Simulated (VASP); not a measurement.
Here is a VASP 6.6.1 calculation.

INCAR

```
SYSTEM = Hf9S17
PREC = Accurate
ENCUT = 400
EDIFF = 1E-6
ISMEAR = 0
SIGMA = 0.01
LREAL = .False.
LASPH = .True.
NELM = 120
ALGO = Normal
ISIF = 2
LWAVE = .False.
LCHARG = .True.
GGA = PE
IVDW = 12
LELF = .True.
LVHAR = .True.
NBANDS = 115
NELECT = 190.0
GGA_COMPAT = .False.
```

The input KPOINTS:

```
Automatic mesh
0
Gamma
  2 2 2
  0.5 0.5 0.5
```

Contents of POSCAR:

```
Hf9S17
1.0
    0.0000000000      6.2455376441     -5.7703877075
    5.4087942601     -3.1227688221     -5.7703877075
   -5.4087942601     -3.1227688221     -5.7703877075
Hf S
9 17
Direct
    0.3390727284      0.0117419176      0.6738184694
    0.6770998342      0.6738282022      0.6738584333
    0.3321745590      0.3349231782      0.3349066246
    0.0002055801      0.3349169446      0.6669421736
    0.6424359017     -0.0228338031      0.3461809725
    0.3391629951      0.6739013951      1.0117947735
    0.0002680201      0.6669492813      0.3349654804
    0.6423767070      0.3461566542      0.9771429173
    0.0113780368     -0.0229173512      0.9770739476
    0.1876822295      0.8728010228      0.1928691251
    0.8581719560      0.5224247331      0.8727390063
    0.5380393344      0.5224158610      0.1929048926
    0.1876711403      0.1928579144      0.8727595928
    0.8581898268      0.8727539231      0.5224457731
    0.5323537236      0.8671375617      0.8670162950
    0.1956522997      0.5302795263      0.5303144619
    0.5379635379      0.1929286427      0.5224116974
    0.1412298571      0.1384691762      0.4759365637
    0.4616734516      0.7963347309      0.4845234923
    0.1412355484      0.4760214757      0.1384409735
    0.8037685324      0.4760092667      0.4759469474
    0.4784080428      0.1383021688      0.1382889820
    0.1498379381      0.7962797858      0.7963011303
    0.8035819809      0.8131161923      0.1383496680
    0.4615985058      0.4846230863      0.7963517079
    0.8035964450      0.1383445120      0.8130544454
```

Potentials or basis: VASP PAW PBE potentials, release 64 (Hf_pv, S).

Command:

```sh
$ cat potpaw_PBE.64/Hf_pv/POTCAR potpaw_PBE.64/S/POTCAR > POTCAR
$ mpirun -np 1 vasp_std > vasp.out
```

Predict the dispersion energy per atom.

-0.330 eV.

Predict the largest force.

0.083 eV/Å.

Forces on the atoms (eV/Å):
```
Hf  -0.003  0.004  0.000
Hf   0.003 -0.007  0.003
Hf   0.000  0.000  0.018
Hf   0.002  0.002  0.016
Hf  -0.048 -0.028  0.011
Hf   0.003  0.002  0.003
Hf   0.000  0.000  0.019
Hf   0.050 -0.027  0.010
Hf  -0.001  0.058  0.007
S   -0.003  0.016  0.061
S    0.014 -0.004  0.060
S    0.013 -0.011  0.061
S    0.004  0.016  0.062
S   -0.015 -0.005  0.060
S   -0.002 -0.001  0.065
S    0.000 -0.002  0.083
S   -0.013 -0.010  0.060
S   -0.004  0.001 -0.069
S    0.012  0.006 -0.075
S    0.004  0.003 -0.071
S   -0.001 -0.004 -0.069
S   -0.001 -0.006 -0.056
S    0.000 -0.015 -0.077
S   -0.006  0.004 -0.055
S   -0.014  0.008 -0.074
S    0.004  0.001 -0.054
```

Caveat: the cell carries a net charge on a neutralising background, which shifts energy and pressure; the cell differs from its parent crystal (atoms taken out, then relaxed in part).
